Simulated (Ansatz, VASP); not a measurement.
**BiTe: VASP beside Ansatz**

The input INCAR:

```
  PREC = Accurate
  ENCUT = 520
  EDIFF = 1E-7
  ISMEAR = 0
  SIGMA = 0.15
  LREAL = F
  LASPH = T
  NELM = 60
  ALGO = Normal
  ISIF = 2
  LWAVE = F
  LCHARG = F
  GGA = PE
  NBANDS = 18
```

Contents of KPOINTS:

```
Automatic mesh
0
Gamma
  14 14 14
```

POSCAR

```
BiTe
1.0
    0.0000000000      3.2350000000      3.2350000000
    3.2350000000      0.0000000000      3.2350000000
    3.2350000000      3.2350000000      0.0000000000
Bi Te
1 1
Direct
    0.0309119011      0.0309119011     -0.0309119011
    0.5000000000      0.5000000000      0.5000000000
```

Input for Ansatz:

```yaml
crystal:
  lattice:
    - [0.0, 3.235, 3.235]
    - [3.235, 0.0, 3.235]
    - [3.235, 3.235, 0.0]
  atoms:
    - { symbol: Bi, position: [0.0309119011, 0.0309119011, -0.0309119011] }
    - { symbol: Te, position: [0.5, 0.5, 0.5] }
basis:
  ecutwfc: 420
kpoints:
  mp_grid: { grid: [14, 14, 14] }
hamiltonian:
  xc: pbe
scf:
  occupations: { method: gaussian, width: 0.15 }
output:
  forces: true
  stress: true
  eigenvalues: true
```

Change from the starting cell: all Bi atoms moved -0.200 Å, as atom 1 towards its neighbour atom 2 (Te) at 3.235 Å.

Alike in both runs: task single point; functional PBE; k mesh 14 × 14 × 14; occupations gaussian, width 0.15 eV; no spin polarisation.

|  | VASP | Ansatz |
| --- | --- | --- |
| version | VASP 6.6.1 | Ansatz 0.2.0 |
| potentials or method | VASP PAW PBE potentials, release 64 (Bi_d, Te), cutoff 520 eV | scalar-relativistic, plane waves, PAW |
| valence electrons in the cell | 21 | 31 |

|  | VASP | Ansatz | Ansatz less VASP |
| --- | --- | --- | --- |
| gap on the k mesh at the Fermi level (eV) | none | none | - |
| pressure (GPa) | 1.4 | 1.5 | +0.05 |
| traceless stress, the component that is largest in VASP (GPa) | 0.67 | 0.66 | -0.008 |
| rms of the force components (eV/Å) | 0.313 | 0.311 | -0.0017 |

Atom by atom the forces differ by 0.002 eV/Å (rms over components). A gap of «none» marks a metal or a gap that the smearing closes. VASP's potentials hold 21 valence electrons a cell and Ansatz's 31, so a difference there can come from the potentials and not from the codes.

Neither program's run includes spin-orbit coupling.
